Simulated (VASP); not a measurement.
# Hf (Fd-3m) in VASP: further runs

Hf is run at these levels: revPBE; tasks: single point.

Everything below comes from runs of VASP 6.6.1. Logs are shortened: lines on timing, memory, paths and dates and some standing lists are left out, and cuts for length are marked.

## Step 1: The cell of the first run

The structure is cubic, space group Fd-3m (No. 227). The conventional cell has a = 6.713 Å, b = 6.713 Å, c = 6.713 Å, α = 90.00°, β = 90.00°, γ = 90.00°. Hf (site symmetry -43m) has 4 Hf at 2.91 Å within 3.8 Å.

## Step 2: Single point, revPBE (volume scaled by 1.04)

INCAR

```
SYSTEM = Hf
  PREC = Accurate
  ENCUT = 520
  EDIFF = 1E-6
  ISMEAR = -1
  SIGMA = 0.1
  LREAL = .FALSE.
  LASPH = .TRUE.
  NELM = 80
  ALGO = Normal
  ISIF = 2
  LWAVE = .FALSE.
  LCHARG = .FALSE.
  GGA = RE
  NBANDS = 17
```

KPOINTS

```
Automatic mesh
0
G
  9 9 9
  0 0 0
```

POSCAR

```
Hf
1.0
    0.0000000000      3.3567188231      3.3567188231
    3.3567188231      0.0000000000      3.3567188231
    3.3567188231      3.3567188231      0.0000000000
Hf
2
Direct
    0.1250000000      0.1250000000      0.1250000000
    0.8750000000      0.8750000000      0.8750000000
```

Potentials or basis: VASP PAW PBE potentials, release 64 (Hf_pv).

The run is started by

```bash
> cat potpaw_PBE.64/Hf_pv/POTCAR > POTCAR
> mpirun -np 1 vasp_std > vasp.out
```

OUTCAR:

```text
SYSTEM = Hf
   PREC = Accurate
   ENCUT = 520
   EDIFF = 1E-6
   ISMEAR = -1
   LREAL = .FALSE.
   LASPH = .TRUE.
   NELM = 80
   ISIF = 2
   GGA = RE

 ion  position               nearest neighbor table
   1  0.125  0.125  0.125-   2 2.91   2 2.91   2 2.91   2 2.91
   2  0.875  0.875  0.875-   1 2.91   1 2.91   1 2.91   1 2.91

  LATTYP: Found a face centered cubic cell.
 ALAT       =     6.7134376462

  Lattice vectors:

 A1 = (   0.0000000000,   3.3567188231,   3.3567188231)
 A2 = (   3.3567188231,   0.0000000000,   3.3567188231)
 A3 = (   3.3567188231,   3.3567188231,   0.0000000000)

Analysis of symmetry for initial positions (statically):
=====================================================================
 Subroutine PRICEL returns:
 Original cell was already a primitive cell.

 Routine SETGRP: Setting up the symmetry group for a
 face centered cubic supercell.

 Subroutine GETGRP returns: Found 48 space group operations
 (whereof 12 operations were pure point group operations)
 out of a pool of 48 trial point group operations.

The static configuration has the point symmetry D_3d.
 The point group associated with its full space group is O_h .

Analysis of symmetry for dynamics (positions and initial velocities):
=====================================================================
 Subroutine PRICEL returns:
 Original cell was already a primitive cell.

 Routine SETGRP: Setting up the symmetry group for a
 face centered cubic supercell.

 Subroutine GETGRP returns: Found 48 space group operations
 (whereof 12 operations were pure point group operations)
 out of a pool of 48 trial point group operations.

The dynamic configuration has the point symmetry D_3d.
 The point group associated with its full space group is O_h .

 Subroutine INISYM returns: Found 48 space group operations
 (whereof 12 operations are pure point group operations),
 and found     1 'primitive' translations

----------------------------------------------------------------------------------------

                                     Primitive cell

  volume of cell :      75.6441

  direct lattice vectors                    reciprocal lattice vectors
     0.000000000  3.356718823  3.356718823    -0.148954984  0.148954984  0.148954984
     3.356718823  0.000000000  3.356718823     0.148954984 -0.148954984  0.148954984
     3.356718823  3.356718823  0.000000000     0.148954984  0.148954984 -0.148954984

  length of vectors
     4.747117285  4.747117285  4.747117285     0.257997601  0.257997601  0.257997601

  position of ions in fractional coordinates (direct lattice)
     0.125000000  0.125000000  0.125000000
     0.875000000  0.875000000  0.875000000

  ion indices of the primitive-cell ions
   primitive index   ion index
                 1           1
                 2           2

----------------------------------------------------------------------------------------

 KPOINTS: Automatic mesh

Automatic generation of k-mesh.
 Grid dimensions read from file:
 generate k-points for:    9    9    9

 Generating k-lattice:

  Cartesian coordinates                     Fractional coordinates (reciprocal lattice)
    -0.016550554  0.016550554  0.016550554     0.111111111  0.000000000  0.000000000
     0.016550554 -0.016550554  0.016550554     0.000000000  0.111111111  0.000000000
     0.016550554  0.016550554 -0.016550554     0.000000000  0.000000000  0.111111111

  Length of vectors
     0.028666400  0.028666400  0.028666400

  Shift w.r.t. Gamma in fractional coordinates (k-lattice)
     0.000000000  0.000000000  0.000000000

 Subroutine IBZKPT returns following result:
 ===========================================

 Found     35 irreducible k-points:

 Following reciprocal coordinates:
            Coordinates               Weight
  0.000000  0.000000  0.000000      1.000000
  0.111111  0.000000  0.000000      8.000000
  0.222222  0.000000  0.000000      8.000000
  0.333333  0.000000  0.000000      8.000000
  0.444444  0.000000  0.000000      8.000000
  0.111111  0.111111  0.000000      6.000000
[... 16 lines left out ...]
 -0.333333  0.333333  0.000000     12.000000
  0.444444  0.444444  0.000000      6.000000
 [... further k-points ...]
   k-points           NKPTS =     35   k-points in BZ     NKDIM =     35   number of bands    NBANDS=     17
   number of dos      NEDOS =    301   number of ions     NIONS =      2
   total plane-waves  NPLWV =  46656
   dimension x,y,z NGX =    36 NGY =   36 NGZ =   36
   dimension x,y,z NGXF=    72 NGYF=   72 NGZF=   72
   ions per type =               2
   NGX,Y,Z   is equivalent  to a cutoff of  12.61, 12.61, 12.61 a.u.
   NGXF,Y,Z  is equivalent  to a cutoff of  25.21, 25.21, 25.21 a.u.
 SYSTEM =  Hf
   PREC   = accura    normal or accurate (medium, high low for compatibility)
   ISTART =      0    job   : 0-new  1-cont  2-samecut
   ICHARG =      2    charge: 1-file 2-atom 10-const
   ISPIN  =      1    spin polarized calculation?
   LNONCOLLINEAR =      F non collinear calculations
   LSORBIT =      F    spin-orbit coupling
   LASPH  =      T    aspherical Exc in radial PAW
   ENCUT  =  520.0 eV  38.22 Ry    6.18 a.u.   8.83  8.83  8.83*2*pi/ulx,y,z
   NELM   =     80;   NELMIN=  2; NELMDL= -5     # of ELM steps
   EDIFF  = 0.1E-05   stopping-criterion for ELM
   LREAL  =      F    real-space projection
   EDIFFG = 0.1E-04   stopping-criterion for IOM
   NSW    =      0    number of steps for IOM
   IBRION =     -1    ionic relax: 0-MD 1-quasi-New 2-CG
   NFREE  =      0    steps in history (QN), initial steepest desc. (CG)
   ISIF   =      2    stress and relaxation
   ISYM   =      2    0-nonsym 1-usesym 2-fastsym
   POTIM  = 0.5000    time-step for ionic-motion
   TEBEG  =    0.0;   TEEND  =   0.0 temperature during run
   PSTRESS=    0.0 pullay stress
   NELECT =      20.0000    total number of electrons
   NUPDOWN=      -1.0000    fix difference up-down
   EMIN   =  10.00;   EMAX   =-10.00  energy-range for DOS
   EFERMI =   0.00;   METHOD = LEGACY
   ISMEAR =    -1;   SIGMA  =   0.10  broadening in eV -4-tet -1-fermi 0-gaus
   EFERMI_NEDOS =   21; number of points for ismear=-14 and -15
   IALGO  =     38    algorithm
   IMIX   =      4    mixing-type and parameters
     AMIX     =   0.40;   BMIX     =  1.00
     AMIX_MAG =   1.60;   BMIX_MAG =  1.00
  volume/ion in A,a.u.               =      37.82       255.24
  Fermi-wavevector in a.u.,A,eV,Ry     =   1.050735  1.985601 15.021431  1.104044
  Thomas-Fermi vector in A             =   2.185750
   LORBIT       =      0    0 simple, 1 ext, 2 COOP (PROOUT), +10 PAW based schemes
   GGA     = RE    functional components
   LHFCALC =     F    Hartree Fock is set to
   AEXX    =    0.0000 exact exchange contribution
   IVDW    =     0    specifies the selected vdW correction
   LEPSILON=     F    determine dielectric tensor
   LRPA    =     F    only Hartree local field effects (RPA)
 non-spin polarized calculation
  energy-cutoff  :      520.00
  volume of cell :       75.64
 maximum number of plane-waves:      2085
   NGX = 17   NGY = 17   NGZ = 17

 number of electron      19.9999997 magnetization

 Free energy of the ion-electron system (eV)
  ---------------------------------------------------
  ext. energy  EPLUGINS =         0.00000000
  ---------------------------------------------------
  free energy    TOTEN  =       -13.90494156 eV

  energy without entropy =      -13.73285597  energy(sigma->0) =      -13.81889876

 E-fermi :   1.3133     XC(G=0):  -8.7228

 val. band max:        1.3051627504   @ k =   0.4444   0.1111   0.0000
 cond. band min:       1.3350042430   @ k =  -0.4444   0.2222   0.1111
 fundamental gap:      0.0298414926
 Fermi energy:         1.3132735074

 k-point     1 :       0.0000    0.0000    0.0000
  band No.  band energies     occupation
      1     -29.7977      2.00000
      2     -29.7977      2.00000
      3     -29.7977      2.00000
      4     -29.3341      2.00000
      5     -29.3341      2.00000
      6     -29.3341      2.00000
[... 9 lines left out ...]
     16       6.4772      0.00000
     17       6.4772      0.00000

 k-point     2 :       0.1111    0.0000    0.0000
  band No.  band energies     occupation
      1     -29.8038      2.00000
      2     -29.8038      2.00000
      3     -29.7961      2.00000
      4     -29.3368      2.00000
      5     -29.3278      2.00000
      6     -29.3278      2.00000
[... 9 lines left out ...]
     16       6.4376      0.00000
     17       6.4376      0.00000

 k-point     3 :       0.2222    0.0000    0.0000
  band No.  band energies     occupation
      1     -29.8186      2.00000
      2     -29.8186      2.00000
      3     -29.7919      2.00000
      4     -29.3436      2.00000
      5     -29.3125      2.00000
      6     -29.3125      2.00000
[... 9 lines left out ...]
     16       6.2961      0.00000
     17       6.2961      0.00000

 k-point     4 :       0.3333    0.0000    0.0000
  band No.  band energies     occupation
      1     -29.8343      2.00000
      2     -29.8343      2.00000
      3     -29.7874      2.00000
      4     -29.3512      2.00000
      5     -29.2962      2.00000
      6     -29.2962      2.00000
[... 9 lines left out ...]
     16       6.0059      0.00000
     17       6.0066      0.00000
[... 343 lines left out ...]
      1     -29.8989      2.00000
      2     -29.8803      2.00000
      3     -29.6336      2.00000
      4     -29.5091      2.00000
      5     -29.2487      2.00000
      6     -29.2320      2.00000
[... 9 lines left out ...]
     16       5.4797      0.00000
     17       5.5046      0.00000

 k-point    23 :      -0.3333    0.3333    0.0000
  band No.  band energies     occupation
      1     -29.9016      2.00000
      2     -29.8694      2.00000
      3     -29.6591      2.00000
      4     -29.4821      2.00000
      5     -29.2599      2.00000
      6     -29.2304      2.00000
[... 9 lines left out ...]
     16       4.7968      0.00000
     17       6.1204      0.00000

 k-point    24 :       0.4444    0.4444    0.0000
  band No.  band energies     occupation
      1     -29.8910      2.00000
      2     -29.8910      2.00000
      3     -29.6127      2.00000
      4     -29.5327      2.00000
      5     -29.2376      2.00000
      6     -29.2376      2.00000
[... 9 lines left out ...]
     16       4.3194      0.00000
     17       6.1071      0.00000

 [... further k-points ...]
[... 5 lines left out ...]
  --------------------------------------------------------------------------------------
  -------------------------------------------------------------------------------------
  Total       -0.6186807     -0.6186807     -0.6186807      0.0000000      0.0000000      0.0000000
  in kB      -13.1039503    -13.1039503    -13.1039503      0.0000000      0.0000000      0.0000000
  external PRESSURE =     -13.1039503 kB  Pullay stress =       0.0000000 kB

 VOLUME and BASIS-vectors are now :
 -----------------------------------------------------------------------------
  energy-cutoff  :      520.00
  volume of cell :       75.64
      direct lattice vectors                 reciprocal lattice vectors
     0.000000000  3.356718823  3.356718823    -0.148954984  0.148954984  0.148954984
     3.356718823  0.000000000  3.356718823     0.148954984 -0.148954984  0.148954984
     3.356718823  3.356718823  0.000000000     0.148954984  0.148954984 -0.148954984

 POSITION                                       TOTAL-FORCE (eV/Angst)
 -----------------------------------------------------------------------------------
      0.83918      0.83918      0.83918        -0.000000      0.000000     -0.000000
      5.87426      5.87426      5.87426         0.000000     -0.000000      0.000000
 -----------------------------------------------------------------------------------
    total drift:                                0.000000      0.000000      0.000000

  FREE ENERGIE OF THE ION-ELECTRON SYSTEM (eV)
  ---------------------------------------------------
  free  energy   TOTEN  =       -13.9049415574 eV

  energy  without entropy=      -13.7328559665  energy(sigma->0) =      -13.81889876
```

It took 27 s on 1 thread of Intel Xeon Platinum 8375C at 2.90GHz (Ice Lake), shared host; peak memory 0.21 GiB.

What came out:

```yaml
Free_energy: -13.9049 eV
Pressure: -1.3 GPa
Band_gap_on_the_k_mesh: zero (band 10 reaches 1.57 eV, above the bottom of band 11 at 1.06 eV)
```

Caveat: the PAW data sets were made with another functional, which shifts forces and pressure a little; spin-orbit coupling is left out, which moves the levels of the heavy elements.

(Part 1 of 2 ends here.)
